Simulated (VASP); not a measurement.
Wanted: the native input for a VASP 6.6.1 run.

- Task: single point
- Functional: PBE
- Potentials or basis: VASP PAW PBE potentials, release 64 (C)
- Cutoff: 520 eV
- k mesh: 12 × 12 × 7
- Occupations: fermi-dirac, width 0.05 eV
- Spin: no spin polarisation
- Dipole correction: no
- Further INCAR settings: ALGO = Normal; EDIFF = 1e-07; NBANDS = 16

The structure of C lies in POSCAR:

```
C
1.0
    2.5116607023      0.0000000000      0.0000000000
   -1.2558303511      2.1751619739      0.0000000000
    0.0000000000      0.0000000000      4.1802287603
C
4
Direct
    0.3333333333      0.6666666667      0.0627282291
    0.6666666667      0.3333333333      0.5627282291
    0.3333333333      0.6666666667      0.4372717709
    0.6666666667      0.3333333333      0.9372717709
```

These files were run (other wordings do the same):

INCAR

```
PREC = Accurate ; ENCUT = 520
EDIFF = 1E-7 ; ISMEAR = -1
SIGMA = 0.05 ; LREAL = F
LASPH = T ; NELM = 80
ALGO = Normal ; ISIF = 2
LWAVE = F ; LCHARG = F
GGA = PE ; NBANDS = 16
```

KPOINTS

```
Automatic mesh
0
Gamma
  12 12 7
```

Potentials or basis: VASP PAW PBE potentials, release 64 (C).

Run with:

```bash
$ cat potpaw_PBE.64/C/POTCAR > POTCAR
$ mpirun -np 1 vasp_std > vasp.out
```

Results of the run:

| Property | Result |
| --- | --- |
| Pressure | 0.6 GPa |
| Largest force | 0.005 eV/Å |
| Band gap on the k mesh | 3.34 eV, indirect (least direct gap 4.96 eV) |

Wall time 37 s on 1 thread of Intel Xeon 6975P-C (shared host), peak memory 0.11 GiB.
